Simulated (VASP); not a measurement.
# As (C2/c) in VASP: a series of runs, part 3 of 3

VASP 6.6.1. Earlier steps stand in the parts before.

### Step 6. Relaxation of cell and atoms, PBE

This run uses another cell than the first one, of 21.76 Å³/atom.

INCAR reads:

```
SYSTEM = As
PREC = Accurate
ENCUT = 600
EDIFF = 1E-6
ISMEAR = 0
SIGMA = 0.1
LREAL = .False.
LASPH = .True.
NELM = 80
ALGO = Fast
ISIF = 3
LWAVE = .False.
LCHARG = .False.
GGA = PE
IBRION = 2
NSW = 100
EDIFFG = -0.01
```

KPOINTS reads:

```
Automatic mesh
0
Gamma
  10 10 6
  0 0 0
```

POSCAR reads:

```
As
1.0
    2.9787149349     -3.3532736826      0.0000000000
    2.9787149349      3.3532736826      0.0000000000
   -2.8689079759      0.0000000000      6.5355237720
As
6
Direct
    0.1178957678      0.3795739361      0.3627037620
    0.6204260639      0.8821042322      0.1372962380
    0.8821042322      0.6204260639      0.6372962380
    0.3795739361      0.1178957678      0.8627037620
    0.0000000000      0.5000000000      0.0000000000
    0.5000000000      0.0000000000      0.5000000000
```

Potentials or basis: VASP PAW PBE potentials, release 64 (As).

Launch:

```sh
$ cat potpaw_PBE.64/As/POTCAR > POTCAR
$ mpirun -np 1 vasp_std > vasp.out
```

OUTCAR:

```text
SYSTEM = As
   PREC = Accurate
   ENCUT = 600
   EDIFF = 1E-6
   ISMEAR = 0
   LREAL = .False.
   LASPH = .True.
   NELM = 80
   ISIF = 3
   GGA = PE
   IBRION = 2
   NSW = 100
   EDIFFG = -0.01

 ion  position               nearest neighbor table
   1  0.118  0.380  0.363-   3 2.52   5 2.71   6 2.73   2 2.75   6 2.86
   2  0.620  0.882  0.137-   4 2.52   6 2.71   5 2.73   1 2.75   5 2.86
   3  0.882  0.620  0.637-   1 2.52   5 2.71   6 2.73   4 2.75   6 2.86
   4  0.380  0.118  0.863-   2 2.52   6 2.71   5 2.73   3 2.75   5 2.86
   5  0.000  0.500  0.000-   1 2.71   3 2.71   2 2.73   4 2.73   2 2.86   4 2.86
   6  0.500  0.000  0.500-   2 2.71   4 2.71   3 2.73   1 2.73   3 2.86   1 2.86

  LATTYP: Found a base centered monoclinic cell.
 ALAT       =     5.9574298698
 B/A-ratio  =     1.1257450800
 C/A-ratio  =     1.1980813848
 COS(beta)  =    -0.4019493761

  Lattice vectors:

 A1 = (   2.9787149349,  -3.3532736826,   0.0000000000)
 A2 = (   2.9787149349,   3.3532736826,   0.0000000000)
 A3 = (  -2.8689079759,   0.0000000000,   6.5355237720)

Analysis of symmetry for initial positions (statically):
=====================================================================
 Subroutine PRICEL returns:
 Original cell was already a primitive cell.

 Routine SETGRP: Setting up the symmetry group for a
 base centered monoclinic supercell.

 Subroutine GETGRP returns: Found  4 space group operations
 (whereof  2 operations were pure point group operations)
 out of a pool of  4 trial point group operations.

The static configuration has the point symmetry S_2 .
 The point group associated with its full space group is C_2h.

Analysis of symmetry for dynamics (positions and initial velocities):
=====================================================================
 Subroutine PRICEL returns:
 Original cell was already a primitive cell.

 Routine SETGRP: Setting up the symmetry group for a
 base centered monoclinic supercell.

 Subroutine GETGRP returns: Found  4 space group operations
 (whereof  2 operations were pure point group operations)
 out of a pool of  4 trial point group operations.

The dynamic configuration has the point symmetry S_2 .
 The point group associated with its full space group is C_2h.

 Subroutine INISYM returns: Found  4 space group operations
 (whereof  2 operations are pure point group operations),
 and found     1 'primitive' translations

----------------------------------------------------------------------------------------

                                     Primitive cell

  volume of cell :     130.5595

  direct lattice vectors                    reciprocal lattice vectors
     2.978714935 -3.353273683  0.000000000     0.167857620 -0.149108020  0.073684693
     2.978714935  3.353273683  0.000000000     0.167857620  0.149108020  0.073684693
    -2.868907976  0.000000000  6.535523772     0.000000000  0.000000000  0.153009925

  length of vectors
     4.485218730  4.485218730  7.137485828     0.236302383  0.236302383  0.153009925

  position of ions in fractional coordinates (direct lattice)
     0.117895768  0.379573936  0.362703762
     0.620426064  0.882104232  0.137296238
     0.882104232  0.620426064  0.637296238
     0.379573936  0.117895768  0.862703762
     0.000000000  0.500000000  0.000000000
     0.500000000  0.000000000  0.500000000

[... 68 lines left out ...]
   NGX,Y,Z   is equivalent  to a cutoff of  13.34, 13.34, 13.98 a.u.
   NGXF,Y,Z  is equivalent  to a cutoff of  26.69, 26.69, 27.95 a.u.
 SYSTEM =  As
   PREC   = accura    normal or accurate (medium, high low for compatibility)
   ISTART =      0    job   : 0-new  1-cont  2-samecut
   ICHARG =      2    charge: 1-file 2-atom 10-const
   ISPIN  =      1    spin polarized calculation?
   LNONCOLLINEAR =      F non collinear calculations
   LSORBIT =      F    spin-orbit coupling
   LASPH  =      T    aspherical Exc in radial PAW
   ENCUT  =  600.0 eV  44.10 Ry    6.64 a.u.   8.96  8.96 14.26*2*pi/ulx,y,z
   NELM   =     80;   NELMIN=  2; NELMDL= -5     # of ELM steps
   EDIFF  = 0.1E-05   stopping-criterion for ELM
   LREAL  =      F    real-space projection
   EDIFFG = -.1E-01   stopping-criterion for IOM
   NSW    =    100    number of steps for IOM
   IBRION =      2    ionic relax: 0-MD 1-quasi-New 2-CG
   NFREE  =      1    steps in history (QN), initial steepest desc. (CG)
   ISIF   =      3    stress and relaxation
   ISYM   =      2    0-nonsym 1-usesym 2-fastsym
   POTIM  = 0.5000    time-step for ionic-motion
   TEBEG  =    0.0;   TEEND  =   0.0 temperature during run
   PSTRESS=    0.0 pullay stress
   NELECT =      30.0000    total number of electrons
   NUPDOWN=      -1.0000    fix difference up-down
   EMIN   =  10.00;   EMAX   =-10.00  energy-range for DOS
   EFERMI =   0.00;   METHOD = LEGACY
   ISMEAR =     0;   SIGMA  =   0.10  broadening in eV -4-tet -1-fermi 0-gaus
   EFERMI_NEDOS =   21; number of points for ismear=-14 and -15
   IALGO  =     68    algorithm
   IMIX   =      4    mixing-type and parameters
     AMIX     =   0.40;   BMIX     =  1.00
     AMIX_MAG =   1.60;   BMIX_MAG =  1.00
  volume/ion in A,a.u.               =      21.76       146.84
  Fermi-wavevector in a.u.,A,eV,Ry     =   1.002719  1.894864 13.679908  1.005445
  Thomas-Fermi vector in A             =   2.135224
   LORBIT       =      0    0 simple, 1 ext, 2 COOP (PROOUT), +10 PAW based schemes
   GGA     = PE    functional components
   LHFCALC =     F    Hartree Fock is set to
   AEXX    =    0.0000 exact exchange contribution
   IVDW    =     0    specifies the selected vdW correction
   LEPSILON=     F    determine dielectric tensor
   LRPA    =     F    only Hartree local field effects (RPA)
 conjugate gradient relaxation of ions
 non-spin polarized calculation
 RMM-DIIS sequential band-by-band and
 Gauss-broadening in eV      SIGMA  =   0.10
  energy-cutoff  :      600.00
  volume of cell :      130.56
 maximum number of plane-waves:      4399
   NGX = 17   NGY = 17   NGZ = 29

--------------------------------------- Ionic step        1  -------------------------------------------

 number of electron      30.0000000 magnetization

 Free energy of the ion-electron system (eV)
  ---------------------------------------------------
  ext. energy  EPLUGINS =         0.00000000
  ---------------------------------------------------
  free energy    TOTEN  =       -26.64988591 eV

  energy without entropy =      -26.63760628  energy(sigma->0) =      -26.64374609

------------------------ aborting loop because EDIFF is reached ----------------------------------------

  FORCE on cell =-STRESS in cart. coord.  units (eV):
  Direction    XX          YY          ZZ          XY          YZ          ZX
  --------------------------------------------------------------------------------------
  -------------------------------------------------------------------------------------
  Total        0.0949264     -0.1006255      0.5830411      0.0000000      0.0000000     -0.5482513
  in kB        1.1649011     -1.2348395      7.1548645      0.0000000      0.0000000     -6.7279364
  external PRESSURE =       2.3616420 kB  Pullay stress =       0.0000000 kB
[... 101 lines left out ...]
  FREE ENERGIE OF THE ION-ELECTRON SYSTEM (eV)
  ---------------------------------------------------
  free  energy   TOTEN  =       -26.6626391760 eV

  energy  without entropy=      -26.6497644802  energy(sigma->0) =      -26.65620183

 E-fermi :   5.0775     XC(G=0):  -9.9666

 val. band max:        5.0707220955   @ k =  -0.3000   0.0000   0.3333
 cond. band min:       5.0806475855   @ k =   0.4000   0.4000   0.1667
 fundamental gap:      0.0099254900
 Fermi energy:         5.0774838154

 k-point     1 :       0.0000    0.0000    0.0000
  band No.  band energies     occupation
      1      -9.4285      2.00000
      2      -6.9927      2.00000
      3      -6.0601      2.00000
      4      -4.4850      2.00000
      5      -3.7223      2.00000
      6      -3.5685      2.00000
[... 517 lines left out ...]
     18       7.1710      0.00000
     19       7.4553      0.00000

 [... further k-points ...]

[... ionic steps 4 to 17 ...]

--------------------------------------- Ionic step       18  -------------------------------------------

 number of electron      30.0000002 magnetization

------------------------ aborting loop because EDIFF is reached ----------------------------------------
[... 75 lines left out ...]
--------------------------------------- Ionic step       20  -------------------------------------------

 number of electron      30.0000002 magnetization

 Free energy of the ion-electron system (eV)
  ---------------------------------------------------
  ext. energy  EPLUGINS =         0.00000000
  ---------------------------------------------------
  free energy    TOTEN  =       -26.71267170 eV

  energy without entropy =      -26.70129778  energy(sigma->0) =      -26.70698474

 E-fermi :   5.2018     XC(G=0): -10.0588

 val. band max:        5.1994836861   @ k =   0.3000   0.1000   0.5000
 cond. band min:       5.2022876848   @ k =  -0.3000   0.4000   0.1667
 fundamental gap:      0.0028039987
 Fermi energy:         5.2017613679

 k-point     1 :       0.0000    0.0000    0.0000
  band No.  band energies     occupation
      1      -9.3609      2.00000
      2      -6.9180      2.00000
      3      -6.1511      2.00000
      4      -4.2203      2.00000
      5      -3.4642      2.00000
      6      -3.3834      2.00000
[... 552 lines left out ...]
  FREE ENERGIE OF THE ION-ELECTRON SYSTEM (eV)
  ---------------------------------------------------
  free  energy   TOTEN  =       -26.7126716984 eV

  energy  without entropy=      -26.7012977830  energy(sigma->0) =      -26.70698474

 reached required accuracy - stopping structural energy minimisation
```

OSZICAR:

```text
N       E                     dE             d eps       ncg     rms          rms(c)
DAV:   1     0.138994523070E+03    0.13899E+03   -0.13199E+04  6536   0.149E+03
DAV:   2    -0.148762112995E+02   -0.15387E+03   -0.14972E+03  8537   0.202E+02
[... 150 lines left out ...]
  19 F= -.26712617E+02 E0= -.26706942E+02  d E =-.264162E-03
       N       E                     dE             d eps       ncg     rms          rms(c)
DAV:   1    -0.267126859511E+02   -0.68617E-04   -0.26095E-03  6782   0.268E-01    0.238E-02
RMM:   2    -0.267126774915E+02    0.84596E-05   -0.12559E-04  6544   0.629E-02    0.124E-02
RMM:   3    -0.267126710653E+02    0.64262E-05   -0.32212E-05  6675   0.295E-02    0.221E-03
RMM:   4    -0.267126716984E+02   -0.63309E-06   -0.69758E-06  5368   0.119E-02
  20 F= -.26712672E+02 E0= -.26706985E+02  d E =-.543719E-04
```

CONTCAR:

```text
As
   1.00000000000000
     2.9795972577305090   -3.1711088949934783   -0.0688451357067121
     2.9795972577305090    3.1711088949934783   -0.0688451357067121
    -3.0171513773263983    0.0000000000000000    6.8657539828240823
  As
     6
Direct
     0.1024800231764925    0.3913493847872773    0.3521203270712468
     0.6086506152127230    0.8975199768235074    0.1478796729287533
     0.8975199768235074    0.6086506152127230    0.6478796729287534
     0.3913493847872773    0.1024800231764925    0.8521203270712466
     0.0000000000000000    0.5000000000000000    0.0000000000000000
     0.5000000000000000    0.0000000000000000    0.5000000000000000

  0.00000000E+00  0.00000000E+00  0.00000000E+00
  0.00000000E+00  0.00000000E+00  0.00000000E+00
  0.00000000E+00  0.00000000E+00  0.00000000E+00
  0.00000000E+00  0.00000000E+00  0.00000000E+00
  0.00000000E+00  0.00000000E+00  0.00000000E+00
  0.00000000E+00  0.00000000E+00  0.00000000E+00
```

Run time: 75 min. Hardware: 1 thread of Oxide Virtual Turin-like, shared host; peak memory 0.54 GiB.

Results:

```
Free energy                           : -26.7127 eV
Relaxed volume                        : 21.40 Å³/atom
Relaxed cell                          : a = 4.352 Å, b = 4.352 Å, c = 7.499 Å, α = 106.85°, β = 106.85°, γ = 93.55°
Space group after relaxing (to 0.1 Å) : C2/c (No. 15)
Energy gained by relaxing             : 10.5 meV/atom
Ionic steps                           : 20
Pressure after relaxing               : 0.0 GPa
Largest force after relaxing          : 0.004 eV/Å
Band gap on the k mesh                : zero (bands 15 and 16 overlap by 2.90 eV)
```

Forces in eV/Å, atoms in the order of the input:
```
As   0.003  0.003 -0.001
As  -0.003  0.003  0.001
As  -0.003 -0.003  0.001
As   0.003 -0.003 -0.001
As   0.000  0.000  0.000
As   0.000  0.000  0.000
```

The path:
```
step  energy change (eV)  largest force (eV/Å)  pressure (GPa)  volume (Å³)
   1              0.0000                0.1268            0.24       130.56
   2             -0.0085                0.1293           -0.18       131.16
   3             -0.0128                0.1317           -0.80       132.08
   4             -0.0175                0.1250           -0.66       131.74
   5             -0.0287                0.1161           -0.27       130.69
   6             -0.0381                0.1349            0.56       128.55
   7             -0.0465                0.1192            0.38       128.58
   8             -0.0563                0.0919           -0.03       128.64
   9             -0.0566                0.0895           -0.10       128.65
  10             -0.0603                0.0642            0.02       128.46
  11             -0.0616                0.0422            0.14       128.28
  12             -0.0616                0.0409            0.15       128.26
  13             -0.0624                0.0263           -0.03       128.55
  14             -0.0625                0.0191           -0.14       128.73
  15             -0.0627                0.0105           -0.03       128.52
  16             -0.0627                0.0089           -0.01       128.47
  17             -0.0627                0.0083           -0.01       128.46
  18             -0.0627                0.0071            0.01       128.43
  19             -0.0627                0.0086            0.00       128.45
  20             -0.0628                0.0042            0.01       128.43
```

Final structure:
```xyz
6
Lattice="2.9796 -3.1711 -0.0688 2.9796 3.1711 -0.0688 -3.0172 0.0000 6.8658" Properties=species:S:1:pos:R:3 pbc="T T T"
As    0.4090    0.9160    2.3836
As    4.0416    0.9160    0.9116
As    2.5330   -0.9160    4.3445
As   -1.0996   -0.9160    5.8165
As    1.4898    1.5856   -0.0344
As   -0.0188   -1.5856    3.3985
```

### Step 7. The runs side by side

```csv
task,cell,k mesh,cutoff (eV),gap on the mesh (eV),pressure (GPa),relaxed volume (Å³/atom),largest force (eV/Å)
single point,"a = 3.919, b = 3.919, c = 6.245 Å, angles 96.3, 96.3, 92.2°, 6 atoms, atomic positions A",4 × 4 × 4,520,none,57.6,-,3.76
single point,"a = 4.485, b = 4.485, c = 7.137 Å, angles 105.5, 105.5, 96.8°, 6 atoms, atomic positions B",4 × 4 × 4,520,none,0.2,-,0.01
relaxation of cell and atoms,"relaxed from a = 3.919, b = 3.919, c = 6.245 Å, angles 96.3, 96.3, 92.2°, 6 atoms, atomic positions A",4 × 4 × 4,600,none,-0.2,23.06,0.03
single point,"a = 4.347, b = 4.347, c = 7.497 Å, angles 106.9, 106.9, 93.5°, 6 atoms, atomic positions C",10 × 10 × 6,520,none,0.2,-,0.01
relaxation of cell and atoms,"relaxed from a = 4.485, b = 4.485, c = 7.137 Å, angles 105.5, 105.5, 96.8°, 6 atoms, atomic positions B",10 × 10 × 6,600,none,0.0,21.40,-
```

Alike in all rows: level PBE; potentials or basis VASP PAW PBE potentials, release 64 (As); no spin polarisation; smearing gaussian 0.1 eV.

Caveats: some runs use coarse meshes; forces of over 1 eV/Å act on the atoms, so gaps and moduli don't describe the material at rest (at least some runs); the volume moved by over 15 % at a fixed basis, so the end points are rough (at least some runs).

Total energies depend on the potentials used, so only differences within one code and one set of settings carry meaning.

The gap in the log of VASP goes by the Fermi energy; the results here count the filled bands.